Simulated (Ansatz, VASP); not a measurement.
# FeRu in VASP and in Ansatz

```
Fe Ru
1.0
     2.80840    0.00000    0.00000
    -1.40420    2.43214    0.00000
     0.00000    0.00000    4.32526
Fe Ru
1 1
Direct
  0.00000 0.00000 0.50000
  0.66667 0.33333 0.00000
```

Change from the starting cell: volume scaled by 1.2, no spin polarisation, PAW files.

Alike in both runs: task single point; functional LDA; k mesh 12 × 12 × 7; occupations fermi-dirac, width 0.05 eV; no spin polarisation.

```csv
,VASP,Ansatz
version,VASP 6.6.1,Ansatz 0.2.0
potentials or method,"VASP PAW LDA potentials, release 64 (Fe, Ru_pv)","PAW with Ansatz's default frozen-core files, scalar-relativistic"
plane-wave cutoff (eV),520,420
valence electrons in the cell,22,32
```

```tsv
	VASP	Ansatz	Ansatz less VASP
pressure (GPa)	-47.7	-48.1	-0.42
traceless stress, the component that is largest in VASP (GPa)	-0.70	-0.66	+0.047
```

LDA's correlation is that of Perdew and Zunger in VASP and of Perdew and Wang (1992) in Ansatz. Both programs put the cell under strong tension, so it lies far from rest at this level. VASP's potentials hold 22 valence electrons a cell and Ansatz's 32, so a difference there can come from the potentials and not from the codes.

Noted on VASP's run: the cell as given lies far from equilibrium.
